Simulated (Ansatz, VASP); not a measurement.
# Sn in VASP and in Ansatz

The input INCAR:

```
SYSTEM = Sn
  PREC = Accurate
  ENCUT = 520
  EDIFF = 1E-6
  ISMEAR = 1
  SIGMA = 0.3
  LREAL = .False.
  LASPH = .True.
  NELM = 80
  ALGO = Normal
  ISIF = 2
  LWAVE = .False.
  LCHARG = .False.
  GGA = PE
  NBANDS = 21
```

File KPOINTS:

```
Automatic mesh
0
Gamma
  8 8 8
  0 0 0
```

File POSCAR:

```
Sn
1.0
    0.0000000000      3.3289000152      3.3289000152
    3.3289000152      0.0000000000      3.3289000152
    3.3289000152      3.3289000152      0.0000000000
Sn
2
Direct
    0.5000000000      0.5000000000      0.5000000000
    0.7500000000      0.7500000000      0.7500000000
```

Input for Ansatz:

```yaml
crystal:
  lattice:
    - [0.0, 3.3289000152, 3.3289000152]
    - [3.3289000152, 0.0, 3.3289000152]
    - [3.3289000152, 3.3289000152, 0.0]
  atoms:
    - { symbol: Sn, position: [0.5, 0.5, 0.5] }
    - { symbol: Sn, position: [0.75, 0.75, 0.75] }
hamiltonian:
  xc: pbe
  pseudopotentials:
    kind: paw
    azcp:
      Sn: "pseudopotentials/Sn.paw.azcp"
basis:
  ecutwfc: 420
  fft_grid_basis: typed
kpoints:
  mp_grid: { grid: [8, 8, 8], shift: [0, 0, 0] }
magnetization:
  spin_polarized: false
scf:
  occupations: { method: methfessel_paxton, width: 0.3 }
  lower_state_search: "off"
output:
  stress: true
```

Alike in both runs: task single point; functional PBE; k mesh 8 × 8 × 8; occupations methfessel-paxton of order 1, width 0.3 eV; no spin polarisation.

```csv
,VASP,Ansatz
version,VASP 6.6.1,Ansatz 0.2.0
potentials or method,"VASP PAW PBE potentials, release 64 (Sn_d), cutoff 520 eV","plane waves (420 eV) with PAW, scalar-relativistic"
valence electrons in the cell,28,28
```

|  | VASP | Ansatz | Ansatz less VASP |
| --- | --- | --- | --- |
| pressure (GPa) | 0.0 | 0.0 | +0.04 |

The functional is the same, so the differences come from potentials, cutoffs and numerics.
